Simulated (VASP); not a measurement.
Write the native input for VASP 6.6.1 that does the following.

| Item | Value |
| --- | --- |
| Task | single point |
| Functional | r2SCAN |
| Potentials or basis | VASP PAW PBE potentials, release 64 (Al, Cu) |
| Cutoff | 520 eV |
| k mesh | 9 × 9 × 1 |
| Occupations | methfessel-paxton, width 0.1 eV |
| Spin | no spin polarisation |
| Dipole correction | yes |
| Further INCAR settings | LREAL = Auto; ALGO = Normal; EDIFF = 1e-06; NBANDS = 40 |

The system is Al14Cu (rs.c), a slab with vacuum.

```
Al Cu
1.0
     4.23302    2.44394    0.00000
    -4.23302    2.44394    0.00000
     0.00000    0.00000   21.21667
Al Cu
14 1
Direct
  0.00132 0.00000 0.28478
  0.33201 0.66535 0.28478
  0.66667 0.33465 0.28478
  0.33866 0.00000 0.39449
  0.66667 0.67200 0.39449
  0.99467 0.32800 0.39449
  0.00000 0.66667 0.50000
  0.33333 0.33333 0.50000
  0.99467 0.00000 0.60551
  0.33866 0.67200 0.60551
  0.66667 0.32800 0.60551
  0.33201 0.00000 0.71522
  0.66667 0.66535 0.71522
  0.00132 0.33465 0.71522
  0.66667 0.00000 0.50000
```

These files were run (other wordings do the same):

POSCAR

```
Al14Cu
1.0
    4.2330229732      2.4439369531      0.0000000000
   -4.2330229732      2.4439369531      0.0000000000
    0.0000000000      0.0000000000     21.2166710154
Al Cu
14 1
Direct
    0.0013209055      0.0000000000      0.2847750228
    0.3320124279      0.6653457612      0.2847750228
    0.6666666667      0.3346542388      0.2847750228
    0.3386638311      1.0000000000      0.3944887627
    0.6666666667      0.6719971644      0.3944887627
   -0.0053304978      0.3280028356      0.3944887627
    0.0000000000      0.6666666667      0.4999990186
    0.3333333333      0.3333333333      0.4999990186
   -0.0053304715      0.0000000000      0.6055092955
    0.3386638049      0.6719971382      0.6055092955
    0.6666666667      0.3280028618      0.6055092955
    0.3320125013      1.0000000000      0.7152231573
    0.6666666667      0.6653458346      0.7152231573
    0.0013208321      0.3346541654      0.7152231573
    0.6666666667      1.0000000000      0.4999992103
```

INCAR.step1

```
SYSTEM = Al14Cu
PREC = Accurate
ENCUT = 520
ISMEAR = 1
SIGMA = 0.1
LREAL = Auto
LASPH = .True.
NELM = 100
LDIPOL = .True.
IDIPOL = 3
DIPOL = 0.5 0.5 0.500
NBANDS = 40
GGA = PE
ALGO = Normal
EDIFF = 1E-4
LWAVE = .True.
LCHARG = .False.
```

INCAR.step2

```
SYSTEM = Al14Cu
PREC = Accurate
ENCUT = 520
EDIFF = 1E-6
ISMEAR = 1
SIGMA = 0.1
LREAL = Auto
LASPH = .True.
NELM = 100
ALGO = Normal
ISIF = 2
LWAVE = .False.
LCHARG = .False.
LDIPOL = .True.
IDIPOL = 3
DIPOL = 0.5 0.5 0.500
METAGGA = R2SCAN
LMIXTAU = .True.
NBANDS = 40
ISTART = 1
```

KPOINTS

```
Automatic mesh
0
Gamma
  9 9 1
  0 0 0
```

Potentials or basis: VASP PAW PBE potentials, release 64 (Al, Cu).

Command:

```console
$ cat potpaw_PBE.64/Al/POTCAR potpaw_PBE.64/Cu/POTCAR > POTCAR
$ cp INCAR.step1 INCAR
$ mpirun -np 1 vasp_std > vasp.out
$ cp INCAR.step2 INCAR
$ mpirun -np 1 vasp_std > vasp.out
```

It gave:

```yaml
Largest_force: 0.009 eV/Å
```

Caveat: the PAW data sets were made with another functional, which shifts forces and pressure a little.

Wall time 19 min on 1 thread of AMD EPYC 9R45 96-Core Processor (Zen 5) (shared host), peak memory 0.55 GiB.
